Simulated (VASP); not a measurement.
# BeSi (I-4m2) in VASP: a series of runs

BeSi is run at these levels: PBE; tasks: single point.

Program: VASP 6.6.1. These are calculated values, not measurements. Logs are shortened: lines on timing, memory, paths and dates and some standing lists are left out, and cuts for length are marked.

**1. The cell of the first run**

Symmetry: I-4m2, No. 119, tetragonal system. The conventional cell has a = 3.940 Å, b = 3.940 Å, c = 6.198 Å, α = 90.00°, β = 90.00°, γ = 90.00°. Within 2.5 Å of Be (site symmetry 2mm) lie 1 Be at 1.90 Å and 3 Si at 2.06 to 2.15 Å. Si (site symmetry -4m2) has 2 Be at 2.15 Å and 4 Si at 2.51 Å within 2.8 Å. Si (site symmetry -4m2) has 4 Be at 2.06 Å and 4 Si at 2.51 Å within 2.7 Å.

The cell was generated, and may not be a known phase.

**2. Single point, PBE**

INCAR

```
  ALGO = Normal
  EDIFF = 1E-7
  ENCUT = 520
  GGA = PE
  ISIF = 2
  ISMEAR = 0
  LASPH = True
  LCHARG = False
  LREAL = False
  LWAVE = False
  NBANDS = 14
  NELM = 100
  PREC = Accurate
  SIGMA = 0.1
```

KPOINTS

```
k-points
0
Gamma
  6 6 6
```

POSCAR

```
BeSi
1.0
   -1.9700764900      1.9700764900      3.0992314100
    1.9700764900     -1.9700764900      3.0992314100
    1.9700764900      1.9700764900     -3.0992314100
Be Si
2 2
Direct
    0.1536144600      0.1536144600      0.0000000000
    0.8463855400      0.8463855400      0.0000000000
    0.5000000000      0.5000000000      0.0000000000
    0.7500000000      0.2500000000      0.5000000000
```

Potentials or basis: VASP PAW PBE potentials, release 64 (Be, Si).

The run is started by

```sh
cat potpaw_PBE.64/Be/POTCAR potpaw_PBE.64/Si/POTCAR > POTCAR
mpirun -np 1 vasp_std > vasp.out
```

OUTCAR:

```text
EDIFF = 1E-7
   ENCUT = 520
   GGA = PE
   ISIF = 2
   ISMEAR = 0
   LASPH = True
   LREAL = False
   NELM = 100
   PREC = Accurate

 ion  position               nearest neighbor table
   1  0.154  0.154  0.000-   2 1.90   4 2.06   4 2.06   3 2.15
   2  0.846  0.846  0.000-   1 1.90   4 2.06   4 2.06   3 2.15
   3  0.500  0.500  0.000-   1 2.15   2 2.15   4 2.51   4 2.51   4 2.51   4 2.51
   4  0.750  0.250  0.500-   2 2.06   1 2.06   2 2.06   1 2.06   3 2.51   3 2.51   3 2.51   3 2.51

  LATTYP: Found a body centered tetragonal cell.
 ALAT       =     3.9401529800
 C/A-ratio  =     1.5731528323

  Lattice vectors:

 A1 = (  -1.9700764900,   1.9700764900,   3.0992314100)
 A2 = (   1.9700764900,  -1.9700764900,   3.0992314100)
 A3 = (   1.9700764900,   1.9700764900,  -3.0992314100)

Analysis of symmetry for initial positions (statically):
=====================================================================
 Subroutine PRICEL returns:
 Original cell was already a primitive cell.

 Routine SETGRP: Setting up the symmetry group for a
 body centered tetragonal supercell.

 Subroutine GETGRP returns: Found  8 space group operations
 (whereof  8 operations were pure point group operations)
 out of a pool of 16 trial point group operations.

The static configuration has the point symmetry D_2d.

Analysis of symmetry for dynamics (positions and initial velocities):
=====================================================================
 Subroutine PRICEL returns:
 Original cell was already a primitive cell.

 Routine SETGRP: Setting up the symmetry group for a
 body centered tetragonal supercell.

 Subroutine GETGRP returns: Found  8 space group operations
 (whereof  8 operations were pure point group operations)
 out of a pool of 16 trial point group operations.

The dynamic configuration has the point symmetry D_2d.

 Subroutine INISYM returns: Found  8 space group operations
 (whereof  8 operations are pure point group operations),
 and found     1 'primitive' translations

----------------------------------------------------------------------------------------

                                     Primitive cell

  volume of cell :      48.1150

  direct lattice vectors                    reciprocal lattice vectors
    -1.970076490  1.970076490  3.099231410     0.000000000  0.253797252  0.161330322
     1.970076490 -1.970076490  3.099231410     0.253797252  0.000000000  0.161330322
     1.970076490  1.970076490 -3.099231410     0.253797252  0.253797252  0.000000000

  length of vectors
     4.167449830  4.167449830  4.167449830     0.300733300  0.300733300  0.358923516

  position of ions in fractional coordinates (direct lattice)
     0.153614460  0.153614460  0.000000000
     0.846385540  0.846385540  0.000000000
     0.500000000  0.500000000  0.000000000
     0.750000000  0.250000000  0.500000000

  ion indices of the primitive-cell ions
   primitive index   ion index
                 1           1
                 2           2
                 3           3
                 4           4

----------------------------------------------------------------------------------------

 KPOINTS: k-points

Automatic generation of k-mesh.
 Grid dimensions read from file:
 generate k-points for:    6    6    6

 Generating k-lattice:

  Cartesian coordinates                     Fractional coordinates (reciprocal lattice)
     0.000000000  0.042299542  0.026888387     0.166666667  0.000000000  0.000000000
     0.042299542  0.000000000  0.026888387     0.000000000  0.166666667  0.000000000
     0.042299542  0.042299542  0.000000000     0.000000000  0.000000000  0.166666667

  Length of vectors
     0.050122217  0.050122217  0.059820586

  Shift w.r.t. Gamma in fractional coordinates (k-lattice)
     0.000000000  0.000000000  0.000000000

 Subroutine IBZKPT returns following result:
 ===========================================

 Found     30 irreducible k-points:

 Following reciprocal coordinates:
            Coordinates               Weight
  0.000000  0.000000  0.000000      1.000000
  0.166667  0.000000 -0.000000      8.000000
  0.333333  0.000000  0.000000      8.000000
  0.500000 -0.000000  0.000000      4.000000
  0.166667  0.166667 -0.000000      8.000000
  0.333333  0.166667  0.000000     16.000000
[... 16 lines left out ...]
 -0.333333 -0.333333  0.166667      8.000000
 -0.166667 -0.333333  0.166667      8.000000
 [... further k-points ...]
   k-points           NKPTS =     30   k-points in BZ     NKDIM =     30   number of bands    NBANDS=     14
   number of dos      NEDOS =    301   number of ions     NIONS =      4
   total plane-waves  NPLWV =  32768
   dimension x,y,z NGX =    32 NGY =   32 NGZ =   32
   dimension x,y,z NGXF=    64 NGYF=   64 NGZF=   64
   ions per type =               2   2
   NGX,Y,Z   is equivalent  to a cutoff of  12.77, 12.77, 12.77 a.u.
   NGXF,Y,Z  is equivalent  to a cutoff of  25.53, 25.53, 25.53 a.u.
 SYSTEM =  unknown system
   PREC   = accura    normal or accurate (medium, high low for compatibility)
   ISTART =      0    job   : 0-new  1-cont  2-samecut
   ICHARG =      2    charge: 1-file 2-atom 10-const
   ISPIN  =      1    spin polarized calculation?
   LNONCOLLINEAR =      F non collinear calculations
   LSORBIT =      F    spin-orbit coupling
   LASPH  =      T    aspherical Exc in radial PAW
   ENCUT  =  520.0 eV  38.22 Ry    6.18 a.u.   7.75  7.75  7.75*2*pi/ulx,y,z
   NELM   =    100;   NELMIN=  2; NELMDL= -5     # of ELM steps
   EDIFF  = 0.1E-06   stopping-criterion for ELM
   LREAL  =      F    real-space projection
   EDIFFG = 0.1E-05   stopping-criterion for IOM
   NSW    =      0    number of steps for IOM
   IBRION =     -1    ionic relax: 0-MD 1-quasi-New 2-CG
   NFREE  =      0    steps in history (QN), initial steepest desc. (CG)
   ISIF   =      2    stress and relaxation
   ISYM   =      2    0-nonsym 1-usesym 2-fastsym
   POTIM  = 0.5000    time-step for ionic-motion
   TEBEG  =    0.0;   TEEND  =   0.0 temperature during run
   PSTRESS=    0.0 pullay stress
   NELECT =      12.0000    total number of electrons
   NUPDOWN=      -1.0000    fix difference up-down
   EMIN   =  10.00;   EMAX   =-10.00  energy-range for DOS
   EFERMI =   0.00;   METHOD = LEGACY
   ISMEAR =     0;   SIGMA  =   0.10  broadening in eV -4-tet -1-fermi 0-gaus
   EFERMI_NEDOS =   21; number of points for ismear=-14 and -15
   IALGO  =     38    algorithm
   IMIX   =      4    mixing-type and parameters
     AMIX     =   0.40;   BMIX     =  1.00
     AMIX_MAG =   1.60;   BMIX_MAG =  1.00
  volume/ion in A,a.u.               =      12.03        81.17
  Fermi-wavevector in a.u.,A,eV,Ry     =   1.030485  1.947335 14.448030  1.061900
  Thomas-Fermi vector in A             =   2.164586
   LORBIT       =      0    0 simple, 1 ext, 2 COOP (PROOUT), +10 PAW based schemes
   GGA     = PE    functional components
   LHFCALC =     F    Hartree Fock is set to
   AEXX    =    0.0000 exact exchange contribution
   IVDW    =     0    specifies the selected vdW correction
   LEPSILON=     F    determine dielectric tensor
   LRPA    =     F    only Hartree local field effects (RPA)
 non-spin polarized calculation
 Gauss-broadening in eV      SIGMA  =   0.10
  energy-cutoff  :      520.00
  volume of cell :       48.11
 maximum number of plane-waves:      1324
   NGX = 15   NGY = 15   NGZ = 15

 number of electron      12.0000000 magnetization

 Free energy of the ion-electron system (eV)
  ---------------------------------------------------
  ext. energy  EPLUGINS =         0.00000000
  ---------------------------------------------------
  free energy    TOTEN  =       -14.42482782 eV

  energy without entropy =      -14.41201190  energy(sigma->0) =      -14.41841986

 E-fermi :   7.8749     XC(G=0): -10.4932

 val. band max:        7.8747813097   @ k =  -0.3333   0.5000   0.1667
 cond. band min:       7.9010099352   @ k =  -0.1667   0.1667   0.1667
 fundamental gap:      0.0262286256
 Fermi energy:         7.8748628400

 k-point     1 :       0.0000    0.0000    0.0000
  band No.  band energies     occupation
      1      -5.3806      2.00000
      2       4.7184      2.00000
      3       4.8420      2.00000
      4       4.8420      2.00000
      5       6.4319      2.00000
      6       7.0546      2.00000
      7       7.0546      2.00000
      8       7.8031      1.68963
      9       7.8478      1.29817
     10      11.5908      0.00000
     11      11.9074      0.00000
     12      11.9074      0.00000
     13      13.5597      0.00000
     14      13.6318      0.00000

 k-point     2 :       0.1667    0.0000   -0.0000
  band No.  band energies     occupation
      1      -5.0801      2.00000
      2       2.6714      2.00000
      3       4.5660      2.00000
      4       4.5788      2.00000
      5       5.7699      2.00000
      6       7.1802      2.00000
      7       7.6503      1.99850
      8       8.5943      0.00000
      9      10.3144      0.00000
     10      10.4816      0.00000
     11      11.3830      0.00000
     12      11.9750      0.00000
     13      14.8053      0.00000
     14      15.9708      0.00000

 k-point     3 :       0.3333    0.0000    0.0000
  band No.  band energies     occupation
      1      -4.2353      2.00000
      2       0.2120      2.00000
      3       3.6845      2.00000
      4       4.3089      2.00000
      5       5.4787      2.00000
      6       7.1897      2.00000
      7       7.7299      1.95966
      8       9.7466      0.00000
      9      10.8249      0.00000
     10      11.2250      0.00000
     11      12.8021      0.00000
     12      14.0874      0.00000
     13      16.9575      0.00000
     14      17.1238      0.00000

 k-point     4 :       0.5000   -0.0000    0.0000
  band No.  band energies     occupation
      1      -3.4461      2.00000
      2      -1.1568      2.00000
      3       3.3838      2.00000
      4       4.2427      2.00000
      5       5.3397      2.00000
      6       7.1750      2.00000
      7       7.3644      2.00000
      8       9.6323      0.00000
      9      12.2621      0.00000
     10      12.5426      0.00000
     11      14.5790      0.00000
     12      14.6954      0.00000
     13      15.2275      0.00000
     14      16.0831      0.00000

 k-point     5 :       0.1667    0.1667   -0.0000
  band No.  band energies     occupation
      1      -4.6106      2.00000
      2       1.6724      2.00000
      3       2.7595      2.00000
      4       4.1756      2.00000
      5       6.5345      2.00000
      6       6.8150      2.00000
      7       8.0357      0.02294
      8       9.3887      0.00000
      9      10.1724      0.00000
     10      11.6572      0.00000
     11      12.5831      0.00000
[... 276 lines left out ...]
 k-point    22 :      -0.1667    0.5000    0.1667
  band No.  band energies     occupation
      1      -3.3861      2.00000
      2      -0.8188      2.00000
      3       1.9378      2.00000
      4       3.5741      2.00000
      5       6.1543      2.00000
      6       7.7994      1.71430
      7       8.6257      0.00000
      8      10.4229      0.00000
      9      11.4971      0.00000
     10      12.7220      0.00000
     11      12.7921      0.00000
     12      14.9673      0.00000
     13      15.2893      0.00000
     14      17.4296      0.00000

 k-point    23 :      -0.3333   -0.3333    0.1667
  band No.  band energies     occupation
      1      -3.6051      2.00000
      2      -0.0587      2.00000
      3       1.8318      2.00000
      4       2.4597      2.00000
      5       6.6481      2.00000
      6       8.2955      0.00000
      7       8.7233      0.00000
      8      10.3168      0.00000
      9      11.6613      0.00000
     10      12.0085      0.00000
     11      13.9990      0.00000
     12      14.9975      0.00000
     13      16.3505      0.00000
     14      17.1518      0.00000

 k-point    24 :      -0.1667   -0.3333    0.1667
  band No.  band energies     occupation
      1      -4.3833      2.00000
      2       0.9864      2.00000
      3       2.7724      2.00000
      4       3.4517      2.00000
      5       5.8696      2.00000
      6       7.7746      1.84395
      7       9.1848      0.00000
      8       9.2470      0.00000
      9      11.0371      0.00000
     10      12.2014      0.00000
     11      12.6157      0.00000
     12      13.6488      0.00000
     13      16.7726      0.00000
     14      17.2532      0.00000

 [... further k-points ...]
[... 5 lines left out ...]
  --------------------------------------------------------------------------------------
  -------------------------------------------------------------------------------------
  Total        5.3825359      5.3825359      7.6210639      0.0000000      0.0000000      0.0000000
  in kB      179.2327419    179.2327419    253.7733509      0.0000000      0.0000000      0.0000000
  external PRESSURE =     204.0796115 kB  Pullay stress =       0.0000000 kB

 VOLUME and BASIS-vectors are now :
 -----------------------------------------------------------------------------
  energy-cutoff  :      520.00
  volume of cell :       48.11
      direct lattice vectors                 reciprocal lattice vectors
    -1.970076490  1.970076490  3.099231410     0.000000000  0.253797252  0.161330322
     1.970076490 -1.970076490  3.099231410     0.253797252  0.000000000  0.161330322
     1.970076490  1.970076490 -3.099231410     0.253797252  0.253797252  0.000000000

 POSITION                                       TOTAL-FORCE (eV/Angst)
 -----------------------------------------------------------------------------------
      0.00000      0.00000      0.95217        -0.000000     -0.000000     -0.172181
      0.00000      0.00000      5.24629         0.000000      0.000000      0.172181
      0.00000      0.00000      3.09923        -0.000000     -0.000000      0.000000
      0.00000      1.97008      1.54962        -0.000000     -0.000000      0.000000
 -----------------------------------------------------------------------------------
    total drift:                               -0.000000      0.000000     -0.000000

  FREE ENERGIE OF THE ION-ELECTRON SYSTEM (eV)
  ---------------------------------------------------
  free  energy   TOTEN  =       -14.4248278223 eV

  energy  without entropy=      -14.4120118993  energy(sigma->0) =      -14.41841986
```

Run time: 13 s. Hardware: 1 thread of AMD EPYC 9R14 (Zen 4), shared host; peak memory 0.14 GiB.

What came out:

* Free energy: -14.4248 eV
* Pressure: 20.4 GPa
* Largest force: 0.172 eV/Å
* Band gap on the k mesh: zero (bands 6 and 7 overlap by 2.78 eV)

Forces in eV/Å, atoms in the order of the input:
```
Be   0.000  0.000 -0.172
Be   0.000  0.000  0.172
Si   0.000  0.000  0.000
Si   0.000  0.000  0.000
```

Caveat: the stress differs along the axes, from 18 to 25 GPa.

(Part 1 of 2 ends here.)

The gap in the log of VASP goes by the Fermi energy; the results here count the filled bands.